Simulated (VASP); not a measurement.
Write the native input for VASP 6.6.1 that does the following.

```yaml
Task: single point
Functional: r2SCAN
Potentials_or_basis: VASP PAW PBE potentials, release 64 (Al, Ga_d, N)
Cutoff: 520 eV
k_mesh: 8 × 8 × 6
Occupations: gaussian, width 0.05 eV
Spin: no spin polarisation
Dipole_correction: no
Further_INCAR_settings: ALGO = Normal; EDIFF = 1e-07; NBANDS = 21
```

AlGaN2:

```xyz
4
Lattice="3.2170 0.0000 0.0000 0.0000 3.2170 0.0000 0.0000 0.0000 4.4224" Properties=species:S:1:pos:R:3 pbc="T T T"
Al    1.6085    1.6085    2.2112
Ga    0.0000    0.0000    0.0000
N     1.6085    0.0000    3.2685
N     0.0000    1.6085    1.1539
```

This cell differs from its parent crystal: strain +0.025 along x and y, +0.000 along z.

The input as run:

POSCAR

```
AlGaN2
1.0
    3.2169895805      0.0000000000      0.0000000000
    0.0000000000      3.2169895805      0.0000000000
    0.0000000000      0.0000000000      4.4223567276
Al Ga N
1 1 2
Direct
    0.5000000000      0.5000000000      0.5000000000
    0.0000000000      0.0000000000      0.0000000000
    0.5000000000      0.0000000000      0.7390831705
    0.0000000000      0.5000000000      0.2609168295
```

INCAR.step1

```
SYSTEM = AlGaN2
PREC = Accurate ; ENCUT = 520
ISMEAR = 0 ; SIGMA = 0.05
LREAL = .False. ; LASPH = .True.
NELM = 100 ; NBANDS = 21
GGA = PE ; ALGO = Normal
EDIFF = 1E-4 ; LWAVE = .True.
LCHARG = .False.
```

INCAR.step2

```
SYSTEM = AlGaN2
PREC = Accurate ; ENCUT = 520
EDIFF = 1E-7 ; ISMEAR = 0
SIGMA = 0.05 ; LREAL = .False.
LASPH = .True. ; NELM = 100
ALGO = Normal ; ISIF = 2
LWAVE = .False. ; LCHARG = .True.
METAGGA = R2SCAN ; LMIXTAU = .True.
LELF = .True. ; LVHAR = .True.
NBANDS = 21 ; ISTART = 1
```

KPOINTS

```
regular mesh
0
Gamma
  8 8 6
  0 0 0
```

Potentials or basis: VASP PAW PBE potentials, release 64 (Al, Ga_d, N).

Run with:

```sh
$ cat potpaw_PBE.64/Al/POTCAR potpaw_PBE.64/Ga_d/POTCAR potpaw_PBE.64/N/POTCAR > POTCAR
$ cp INCAR.step1 INCAR
$ mpirun -np 1 vasp_std > vasp.out
$ cp INCAR.step2 INCAR
$ mpirun -np 1 vasp_std > vasp.out
```

It gave:

```yaml
Pressure: -8.9 GPa
Largest_force: 0.114 eV/Å
Band_gap_on_the_k_mesh: 3.03 eV
```

Caveat: the cell differs from its parent crystal (strain +0.025 along x and y, +0.000 along z); the cell stands under tension; the PAW data sets were made with another functional, which shifts forces and pressure a little.

Wall time 64 s on 1 thread of Intel(R) Xeon(R) 6975P-C (Granite Rapids) (shared host), peak memory 0.2 GiB.
